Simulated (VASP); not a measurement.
Crystal: Be3Fe.

```
Be Fe
1.0
     3.23900    0.00000    0.00000
     0.00000    3.23900    0.00000
     0.00000    0.00000    3.23900
Be Fe
3 1
Direct
  0.00000 0.50000 0.50000
  0.50000 0.00000 0.50000
  0.50000 0.50000 0.00000
  0.00000 0.00000 0.00000
```

Base run:

| Property | Result |
| --- | --- |
| Program | VASP 6.6.1 |
| Functional | LDA |
| Potentials or basis | VASP PAW LDA potentials, release 64 (Be, Fe) |
| Cutoff | 520 eV |
| k mesh | 7 × 7 × 7 |
| Occupations | fermi-dirac, width 0.1 eV |
| Spin | collinear spin, ferromagnetic start |
| Starting moments | [0.08, 0.08, 0.08, 2.51] μB |
| Fixed moment | 2.8 μB |

Its results: pressure -1.0 GPa; site moments Be +0.06; Fe +2.38 μB.

Task: The run is repeated on the same cell with these changes: fixed moment from 2.8 μB to 2.1 μB; moments at the start from [0.08, 0.08, 0.08, 2.51] to [0.02, 0.02, 0.02, 2.07]. What comes out?

Result: Pressure -5.6 GPa; site moments Be +0.02; Fe +1.93 μB.

Caveats: the total moment is fixed, so each spin has its own Fermi level.
